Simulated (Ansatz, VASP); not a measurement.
One calculation of PPt, two programs

```
Pt P
1.0
     3.58556    0.00000    0.00000
    -1.79278    3.10519    0.00000
     0.00000    0.00000    6.61722
Pt P
2 2
Direct
  0.66667 0.33333 0.98950
  0.33333 0.66667 0.48950
  0.66667 0.33333 0.63570
  0.33333 0.66667 0.13570
```

Alike in both runs: task single point; functional PBEsol; k mesh 10 × 10 × 6; occupations tetrahedron; no spin polarisation.

```csv
,VASP,Ansatz
version,VASP 6.6.1,Ansatz 0.2.0
potentials or method,"VASP PAW PBE potentials, release 64 (Pt, P), cutoff 520 eV","scalar-relativistic, plane waves, PAW"
valence electrons in the cell,30,46
```

VASP gave:

- gap on the k mesh at the Fermi level (eV): none
- pressure (GPa): 0.2
- traceless stress, the component that is largest in VASP (GPa): -0.22
- rms of the force components (eV/Å): 0.035

**Question.** Which values does Ansatz return?

**Answer.** gap on the k mesh at the Fermi level (eV): none; pressure (GPa): 0.2; traceless stress, the component that is largest in VASP (GPa): -0.21; rms of the force components (eV/Å): 0.030.

VASP's potentials were made for PBE, not for PBEsol. Atom by atom the forces differ by 0.005 eV/Å (rms over components). A gap of «none» marks a metal or a gap that the smearing closes. VASP's potentials hold 30 valence electrons a cell and Ansatz's 46, so a difference there can come from the potentials and not from the codes. Ansatz's warnings: band table not solved further, tetrahedron derivatives may miss energy slope.

Spin-orbit coupling is off throughout.
